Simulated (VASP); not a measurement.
# Yb: single point with revPBE

Yb:

```xyz
1
Lattice="3.4833 0.0000 0.0000 0.0000 3.4833 0.0000 0.0000 0.0000 3.4833" Properties=species:S:1:pos:R:3 pbc="T T T"
Yb    0.0000    0.0000    0.0000
```

| Property | Result |
| --- | --- |
| Program | VASP 6.6.1 |
| Task | single point |
| Functional | revPBE |
| Potentials or basis | VASP PAW PBE potentials, release 64 (Yb) |
| Cutoff | 520 eV |
| k mesh | 10 × 10 × 10 |
| Occupations | fermi-dirac, width 0.1 eV |
| Spin | no spin polarisation |

- Pressure: -1.2 GPa
- Band gap on the k mesh: zero (band 12 reaches 1.58 eV, above the bottom of band 13 at 0.70 eV)

Levels at points of the mesh, in eV from the Fermi level:
| k point | band 10 | band 11 | band 12 | band 13 | band 14 | band 15 |
| --- | --- | --- | --- | --- | --- | --- |
| (0.00, 0.00, 0.00) | -0.50 | -0.50 | -0.45 | 0.77 | 0.77 | 6.17 |
| (0.50, 0.00, 0.00) | -0.47 | -0.44 | -0.44 | -0.22 | 1.48 | 3.77 |
| (0.50, 0.50, 0.00) | -0.49 | -0.44 | -0.43 | 0.54 | 2.82 | 2.82 |
| (0.50, 0.50, 0.50) | -0.45 | -0.45 | 0.57 | 0.57 | 0.57 | 5.60 |

Wall time 90 s on 1 thread of Intel(R) Xeon(R) Platinum 8259CL CPU @ 2.50GHz (Skylake/Cascade Lake), with other jobs on the host, peak memory 0.19 GiB.

Caveat: the PAW data sets were made with another functional, which shifts forces and pressure a little; spin-orbit coupling is left out, which moves the levels of the heavy elements. Spin polarisation is off, so any magnetic state and its effect on volume and gap are missing.
